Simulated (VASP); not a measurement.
# FeO (R-3m) in VASP: a series of runs

FeO is run at these levels: LDA+U; tasks: single point.

All numbers are computed with VASP 6.6.1; they aren't measurements. Logs are shortened: lines on timing, memory, paths and dates and some standing lists are left out, and cuts for length are marked.

### Step 1. The cell of the first run

The structure is trigonal, space group R-3m (No. 166). The conventional cell has a = 3.035 Å, b = 3.035 Å, c = 7.547 Å, α = 90.00°, β = 90.00°, γ = 120.00°. Within 2.9 Å of Fe (site symmetry -3m) lie 6 O at 2.16 Å. Within 2.9 Å of O (site symmetry -3m) lie 6 Fe at 2.16 Å.

### Step 2. Single point, LDA+U, collinear spin, ferromagnetic start

Input file POSCAR:

```
FeO
1.0
    1.5176821100      0.8762341800      2.5157945800
   -1.5176821100      0.8762341800      2.5157945800
    0.0000000000     -1.7524683500      2.5157945800
Fe O
1 1
Direct
    0.0000000000      0.0000000000      0.0000000000
    0.5000000000      0.5000000000      0.5000000000
```

Input file INCAR.step1:

```
PREC     = Accurate       # precision mode
ENCUT    = 520            # plane-wave cutoff, eV
EDIFF    = 1E-7           # SCF threshold, eV
ISMEAR   = -1             # smearing method
SIGMA    = 0.05           # smearing width, eV
LREAL    = False          # projectors in reciprocal space
LASPH    = True           # aspherical terms in the spheres
NELM     = 150            # most SCF steps
ALGO     = Normal         # electronic algorithm
ISIF     = 2              # what is computed and relaxed
LWAVE    = False          # write WAVECAR
LCHARG   = True           # write CHGCAR
ISPIN    = 2              # spin polarisation
MAGMOM   = 3 0            # initial moments
LMAXMIX  = 4              # l up to which the mixer works
LDAU     = True           # DFT+U
LDAUTYPE = 2            
LDAUL    = 2 -1           # shell
LDAUU    = 5 0            # U, eV
LDAUJ    = 0 0          
LDAUPRINT= 1            
GGA      = CA             # functional
NBANDS   = 18             # bands
```

Input file KPOINTS.step1:

```
Automatic mesh
0
Gamma
  11 11 11
```

Input file INCAR.step2:

```
PREC     = Accurate       # precision mode
ENCUT    = 520            # plane-wave cutoff, eV
EDIFF    = 1E-7           # SCF threshold, eV
ISMEAR   = -5             # smearing method
SIGMA    = 0.05           # smearing width, eV
LREAL    = False          # projectors in reciprocal space
LASPH    = True           # aspherical terms in the spheres
NELM     = 150            # most SCF steps
ALGO     = Normal         # electronic algorithm
ISIF     = 2              # what is computed and relaxed
LWAVE    = False          # write WAVECAR
LCHARG   = False          # write CHGCAR
ISPIN    = 2              # spin polarisation
MAGMOM   = 3 0            # initial moments
LORBIT   = 11             # projections on sites
LMAXMIX  = 4              # l up to which the mixer works
LDAU     = True           # DFT+U
LDAUTYPE = 2            
LDAUL    = 2 -1           # shell
LDAUU    = 5 0            # U, eV
LDAUJ    = 0 0          
LDAUPRINT= 1            
GGA      = CA             # functional
NEDOS    = 2001           # points of the DOS
ICHARG   = 11             # starting density
```

Input file KPOINTS.step2:

```
Automatic mesh
0
Gamma
  17 17 17
```

Potentials or basis: VASP PAW LDA potentials, release 64 (Fe, O).

Run with:

```console
$ cat potpaw_LDA.64/Fe/POTCAR potpaw_LDA.64/O/POTCAR > POTCAR
$ cp INCAR.step1 INCAR
$ cp KPOINTS.step1 KPOINTS
$ mpirun -np 1 vasp_std > vasp.out
$ cp INCAR.step2 INCAR
$ cp KPOINTS.step2 KPOINTS
$ mpirun -np 1 vasp_std > vasp.out
```

OUTCAR:

```text
PREC = Accurate
   ENCUT = 520
   EDIFF = 1E-7
   ISMEAR = -5
   LREAL = False
   LASPH = True
   NELM = 150
   ISIF = 2
   ISPIN = 2
   LORBIT = 11
   GGA = CA
   ICHARG = 11

 ion  position               nearest neighbor table
   1  0.000  0.000  0.000-   2 2.16   2 2.16   2 2.16   2 2.16   2 2.16   2 2.16
   2  0.500  0.500  0.500-   1 2.16   1 2.16   1 2.16   1 2.16   1 2.16   1 2.16

  LATTYP: Found a trigonal (rhomboedric) cell.
 ALAT       =     3.0660019070
 COS(alpha) =     0.5099427872

  Lattice vectors:

 A1 = (   1.5176821100,   0.8762341800,   2.5157945800)
 A2 = (  -1.5176821100,   0.8762341800,   2.5157945800)
 A3 = (   0.0000000000,  -1.7524683500,   2.5157945800)

Analysis of symmetry for initial positions (statically):
=====================================================================
 Subroutine PRICEL returns:
 Original cell was already a primitive cell.

 Routine SETGRP: Setting up the symmetry group for a
 trigonal (rhombohedral) supercell.

 Subroutine GETGRP returns: Found 12 space group operations
 (whereof 12 operations were pure point group operations)
 out of a pool of 12 trial point group operations.

The static configuration has the point symmetry D_3d.

Analysis of symmetry for dynamics (positions and initial velocities):
=====================================================================
 Subroutine PRICEL returns:
 Original cell was already a primitive cell.

 Routine SETGRP: Setting up the symmetry group for a
 trigonal (rhombohedral) supercell.

 Subroutine GETGRP returns: Found 12 space group operations
 (whereof 12 operations were pure point group operations)
 out of a pool of 12 trial point group operations.

The dynamic configuration has the point symmetry D_3d.

Analysis of structural, dynamic, and magnetic symmetry:
=====================================================================
 Subroutine PRICEL returns:
 Original cell was already a primitive cell.

 Routine SETGRP: Setting up the symmetry group for a
 trigonal (rhombohedral) supercell.

 Subroutine GETGRP returns: Found 12 space group operations
 (whereof 12 operations were pure point group operations)
 out of a pool of 12 trial point group operations.

The overall configuration has the point symmetry D_3d.

 Subroutine INISYM returns: Found 12 space group operations
 (whereof 12 operations are pure point group operations),
 and found     1 'primitive' translations

----------------------------------------------------------------------------------------

                                     Primitive cell

  volume of cell :      20.0737

  direct lattice vectors                    reciprocal lattice vectors
     1.517682110  0.876234180  2.515794580     0.329449755  0.190207905  0.132496244
    -1.517682110  0.876234180  2.515794580    -0.329449755  0.190207905  0.132496244
     0.000000000 -1.752468350  2.515794580     0.000000000 -0.380415809  0.132496245

  length of vectors
     3.066001907  3.066001907  3.066001906     0.402829298  0.402829298  0.402829297

  position of ions in fractional coordinates (direct lattice)
     0.000000000  0.000000000  0.000000000
     0.500000000  0.500000000  0.500000000

  ion indices of the primitive-cell ions
   primitive index   ion index
                 1           1
                 2           2

----------------------------------------------------------------------------------------

 KPOINTS: Automatic mesh

Automatic generation of k-mesh.
 Grid dimensions read from file:
[... 72 lines left out ...]
   NFREE  =      0    steps in history (QN), initial steepest desc. (CG)
   ISIF   =      2    stress and relaxation
   ISYM   =      2    0-nonsym 1-usesym 2-fastsym
   POTIM  = 0.5000    time-step for ionic-motion
   TEBEG  =    0.0;   TEEND  =   0.0 temperature during run
   PSTRESS=    0.0 pullay stress
   NELECT =      14.0000    total number of electrons
   NUPDOWN=      -1.0000    fix difference up-down
   EMIN   =  10.00;   EMAX   =-10.00  energy-range for DOS
   EFERMI =   0.00;   METHOD = LEGACY
   ISMEAR =    -5;   SIGMA  =   0.05  broadening in eV -4-tet -1-fermi 0-gaus
   EFERMI_NEDOS =   21; number of points for ismear=-14 and -15
   IALGO  =     38    algorithm
   IMIX   =      4    mixing-type and parameters
     AMIX     =   0.40;   BMIX     =  1.00
     AMIX_MAG =   1.60;   BMIX_MAG =  1.00
  volume/ion in A,a.u.               =      10.04        67.73
  Fermi-wavevector in a.u.,A,eV,Ry     =   1.451805  2.743514 28.677524  2.107739
  Thomas-Fermi vector in A             =   2.569260
   LORBIT       =     11    0 simple, 1 ext, 2 COOP (PROOUT), +10 PAW based schemes
 LDA+U is selected, type is set to LDAUTYPE =  2
   angular momentum for each species LDAUL =     2   -1
   U (eV)           for each species LDAUU =   5.0  0.0
   J (eV)           for each species LDAUJ =   0.0  0.0
   GGA     = CA    functional components
   LHFCALC =     F    Hartree Fock is set to
   AEXX    =    0.0000 exact exchange contribution
   IVDW    =     0    specifies the selected vdW correction
   LEPSILON=     F    determine dielectric tensor
   LRPA    =     F    only Hartree local field effects (RPA)
 spin polarized calculation
 Fermi weights with tetrahedron method with Bloechl corrections
  energy-cutoff  :      520.00
  volume of cell :       20.07
 maximum number of plane-waves:       556

atom =   1  type =  1  l = 2

 onsite density matrix

spin component  1

  0.9878  0.0000  0.0000 -0.0242  0.0000
  0.0000  1.0059  0.0000 -0.0000 -0.0242
  0.0000  0.0000  0.9713 -0.0000  0.0000
 -0.0242 -0.0000 -0.0000  1.0059  0.0000
  0.0000 -0.0242  0.0000  0.0000  0.9878

spin component  2

  0.2505 -0.0000  0.0000  0.0941  0.0000
 -0.0000  0.1751  0.0000  0.0000  0.0941
  0.0000  0.0000  0.3149 -0.0000  0.0000
  0.0941  0.0000 -0.0000  0.1751 -0.0000
  0.0000  0.0941  0.0000 -0.0000  0.2505

 occupancies and eigenvectors

  o =  0.1114  v =  0.0000  0.0000  0.0000  0.0000  0.0000 -0.5605 -0.0000  0.0000  0.8282  0.0000      0.0000  0.0000  0.0000  0.0000  0.0000  0.0000  0.0000  0.0000  0.0000  0.0000
  o =  0.1114  v =  0.0000  0.0000  0.0000  0.0000  0.0000 -0.0000  0.8282 -0.0000  0.0000 -0.5605      0.0000  0.0000  0.0000  0.0000  0.0000  0.0000  0.0000  0.0000  0.0000  0.0000
  o =  0.3141  v =  0.0000  0.0000  0.0000  0.0000  0.0000  0.0000  0.5605 -0.0000  0.0000  0.8282      0.0000  0.0000  0.0000  0.0000  0.0000  0.0000  0.0000  0.0000  0.0000  0.0000
  o =  0.3141  v =  0.0000  0.0000  0.0000  0.0000  0.0000  0.8282 -0.0000  0.0000  0.5605 -0.0000      0.0000  0.0000  0.0000  0.0000  0.0000  0.0000  0.0000  0.0000  0.0000  0.0000
  o =  0.3149  v =  0.0000  0.0000  0.0000  0.0000  0.0000 -0.0000 -0.0000 -1.0000 -0.0000 -0.0000      0.0000  0.0000  0.0000  0.0000  0.0000  0.0000  0.0000  0.0000  0.0000  0.0000
  o =  0.9710  v =  0.0000 -0.5703  0.0000 -0.0000 -0.8214  0.0000  0.0000  0.0000  0.0000  0.0000      0.0000  0.0000  0.0000  0.0000  0.0000  0.0000  0.0000  0.0000  0.0000  0.0000
  o =  0.9710  v = -0.8214  0.0000  0.0000 -0.5703  0.0000  0.0000  0.0000  0.0000  0.0000  0.0000      0.0000  0.0000  0.0000  0.0000  0.0000  0.0000  0.0000  0.0000  0.0000  0.0000
  o =  0.9713  v =  0.0000  0.0000  1.0000  0.0000  0.0000  0.0000  0.0000  0.0000  0.0000  0.0000      0.0000  0.0000  0.0000  0.0000  0.0000  0.0000  0.0000  0.0000  0.0000  0.0000
  o =  1.0227  v = -0.5703 -0.0000 -0.0000  0.8214 -0.0000  0.0000  0.0000  0.0000  0.0000  0.0000      0.0000  0.0000  0.0000  0.0000  0.0000  0.0000  0.0000  0.0000  0.0000  0.0000
  o =  1.0227  v =  0.0000 -0.8214  0.0000 -0.0000  0.5703  0.0000  0.0000  0.0000  0.0000  0.0000      0.0000  0.0000  0.0000  0.0000  0.0000  0.0000  0.0000  0.0000  0.0000  0.0000

 number of electron      13.9999999 magnetization       4.0015647

 Free energy of the ion-electron system (eV)
  ---------------------------------------------------
  ext. energy  EPLUGINS =         0.00000000
  ---------------------------------------------------
  free energy    TOTEN  =       -13.92056714 eV

  energy without entropy =      -13.92056714  energy(sigma->0) =      -13.92056714

 E-fermi :   6.4204     XC(G=0): -12.6017

 val. band max:        6.4534638588   @ k =  -0.3529   0.2941   0.1176
 cond. band min:       6.3627214217   @ k =   0.0588   0.0588   0.0588
 fundamental gap:     -0.0907424371
 Fermi energy:         6.4204419650

 spin component 1

 k-point     1 :       0.0000    0.0000    0.0000
  band No.  band energies     occupation
      1     -14.3028      1.00000
      2      -0.4551      1.00000
      3      -0.4551      1.00000
      4      -0.3974      1.00000
      5      -0.3436      1.00000
      6      -0.3436      1.00000
      7       2.2978      1.00000
      8       2.3985      1.00000
      9       2.3985      1.00000
     10       6.0980      1.13988
     11      20.7436      0.00000
     12      21.1215      0.00000
[... 745 lines left out ...]
      2       1.4244      1.00000
      3       2.2880      1.00000
      4       2.3923      1.00000
      5       5.8113      1.00000
      6       5.8824      1.00000
      7       6.0784      1.00000
      8       7.5314      0.00000
      9       8.0899      0.00000
     10       8.3118      0.00000
     11      19.6728      0.00000
     12      22.3356      0.00000
     13      23.8910      0.00000

 [... further k-points ...]
[... 5 lines left out ...]
  --------------------------------------------------------------------------------------
  -------------------------------------------------------------------------------------
  Total       -2.0655910     -2.0655910     -2.2409827      0.0000000     -0.0000000     -0.0000000
  in kB     -164.8646285   -164.8646292   -178.8634704      0.0000000     -0.0000002     -0.0000000
  external PRESSURE =    -169.5309094 kB  Pullay stress =       0.0000000 kB

 VOLUME and BASIS-vectors are now :
 -----------------------------------------------------------------------------
  energy-cutoff  :      520.00
  volume of cell :       20.07
      direct lattice vectors                 reciprocal lattice vectors
     1.517682110  0.876234180  2.515794580     0.329449755  0.190207905  0.132496244
    -1.517682110  0.876234180  2.515794580    -0.329449755  0.190207905  0.132496244
     0.000000000 -1.752468350  2.515794580     0.000000000 -0.380415809  0.132496245

 POSITION                                       TOTAL-FORCE (eV/Angst)
 -----------------------------------------------------------------------------------
      0.00000      0.00000      0.00000         0.000000     -0.000000     -0.000000
      0.00000      0.00000      3.77369        -0.000000      0.000000      0.000000
 -----------------------------------------------------------------------------------
    total drift:                               -0.000000      0.000000     -0.000000

  FREE ENERGIE OF THE ION-ELECTRON SYSTEM (eV)
  ---------------------------------------------------
  free  energy   TOTEN  =       -13.9205671439 eV

  energy  without entropy=      -13.9205671439  energy(sigma->0) =      -13.92056714

 total charge

# of ion       s       p       d       tot
------------------------------------------
    1        0.300   0.373   6.100   6.773
    2        1.539   3.435   0.000   4.974
--------------------------------------------------
tot          1.839   3.808   6.100  11.747

 magnetization (x)

# of ion       s       p       d       tot
------------------------------------------
    1        0.022   0.019   3.787   3.829
    2        0.020   0.175   0.000   0.195
--------------------------------------------------
tot          0.042   0.194   3.787   4.024
```

It took 3.3 min on 1 thread of Intel Xeon 6975P-C (Granite Rapids), shared host; peak memory 0.31 GiB.

What came out:

```
Net moment                                            : 4.00 μB per cell
Site moments                                          : Fe +3.83; O +0.20 μB
Valence electrons inside the program's atomic spheres : Fe 6.77; O 4.97
```

Levels at points of the mesh, in eV from the Fermi level:
Spin up:
| k point | band 7 | band 8 | band 9 | band 10 | band 11 | band 12 |
| --- | --- | --- | --- | --- | --- | --- |
| (0.00, 0.00, 0.00) | -4.12 | -4.02 | -4.02 | -0.32 | 14.32 | 14.70 |
Spin down:
```csv
k point,band 3,band 4,band 5,band 6,band 7,band 8
"(0.00, 0.00, 0.00)",-3.62,-3.62,-0.79,-0.70,-0.70,0.38
```

Eigenvalues of the final occupation matrices:
| site | spin | trace | eigenvalues |
| --- | --- | --- | --- |
| site 1 d | 1 | 4.96 | 0.97 0.97 0.97 1.02 1.02 |
| site 1 d | 2 | 1.17 | 0.11 0.11 0.31 0.31 0.31 |

Caveat: a cell with one magnetic atom can't hold antiferromagnetic order, which such compounds often take; tetrahedron occupations give inexact forces and stress in metals.

### Step 3. Single point, LDA+U, collinear spin, ferromagnetic start

POSCAR is that of step 2.

Input file INCAR.step1:

```
  PREC = Accurate
  ENCUT = 520
  EDIFF = 1E-7
  ISMEAR = -1
  SIGMA = 0.05
  LREAL = F
  LASPH = T
  NELM = 150
  ALGO = Normal
  ISIF = 2
  LWAVE = F
  LCHARG = T
  ISPIN = 2
  MAGMOM = 3 0
  LMAXMIX = 4
  LDAU = T
  LDAUTYPE = 2
  LDAUL = 2 -1
  LDAUU = 6 0
  LDAUJ = 0 0
  LDAUPRINT = 1
  NBANDS = 18
```

Input file KPOINTS.step1:

```
regular mesh
0
Gamma
  11 11 11
```

Input file INCAR.step2:

```
  PREC = Accurate
  ENCUT = 520
  EDIFF = 1E-7
  ISMEAR = -5
  SIGMA = 0.05
  LREAL = F
  LASPH = T
  NELM = 150
  ALGO = Normal
  ISIF = 2
  LWAVE = F
  LCHARG = F
  ISPIN = 2
  MAGMOM = 3 0
  LORBIT = 11
  LMAXMIX = 4
  LDAU = T
  LDAUTYPE = 2
  LDAUL = 2 -1
  LDAUU = 6 0
  LDAUJ = 0 0
  LDAUPRINT = 1
  NBANDS = 18
  NEDOS = 2001
  ICHARG = 11
```

Input file KPOINTS.step2:

```
regular mesh
0
Gamma
  17 17 17
```

Potentials or basis: VASP PAW LDA potentials, release 64 (Fe, O).

Run with:

```console
$ cat potpaw_LDA.64/Fe/POTCAR potpaw_LDA.64/O/POTCAR > POTCAR
$ cp INCAR.step1 INCAR
$ cp KPOINTS.step1 KPOINTS
$ mpirun -np 1 vasp_std > vasp.out
$ cp INCAR.step2 INCAR
$ cp KPOINTS.step2 KPOINTS
$ mpirun -np 1 vasp_std > vasp.out
```

Wall time 3.4 min (1 thread of Intel Xeon 6975P-C (Granite Rapids), shared host); peak memory 0.35 GiB.

The run converged. Its results:

```
Net moment                                            : 4.00 μB per cell
Site moments                                          : Fe +3.88; O +0.17 μB
Valence electrons inside the program's atomic spheres : Fe 6.78; O 4.98
```

Levels at points of the mesh, in eV from the Fermi level:
Spin up:
| k point | band 5 | band 6 | band 7 | band 8 | band 9 | band 10 | band 11 | band 12 | band 13 | band 14 |
| --- | --- | --- | --- | --- | --- | --- | --- | --- | --- | --- |
| (0.00, 0.00, 0.00) | -7.44 | -7.44 | -4.20 | -4.10 | -4.10 | -0.44 | 13.73 | 14.11 | 14.11 | 14.70 |
Spin down:
```csv
k point,band 1,band 2,band 3,band 4,band 5,band 6,band 7,band 8,band 9,band 10
"(0.00, 0.00, 0.00)",-20.44,-3.83,-3.73,-3.73,-0.79,-0.69,-0.69,0.26,1.24,1.24
```

Eigenvalues of the final occupation matrices:
| site | spin | trace | eigenvalues |
| --- | --- | --- | --- |
| site 1 d | 1 | 4.99 | 0.98 0.98 0.98 1.03 1.03 |
| site 1 d | 2 | 1.14 | 0.10 0.10 0.31 0.31 0.31 |

Caveat: a cell with one magnetic atom can't hold antiferromagnetic order, which such compounds often take; tetrahedron occupations give inexact forces and stress in metals.
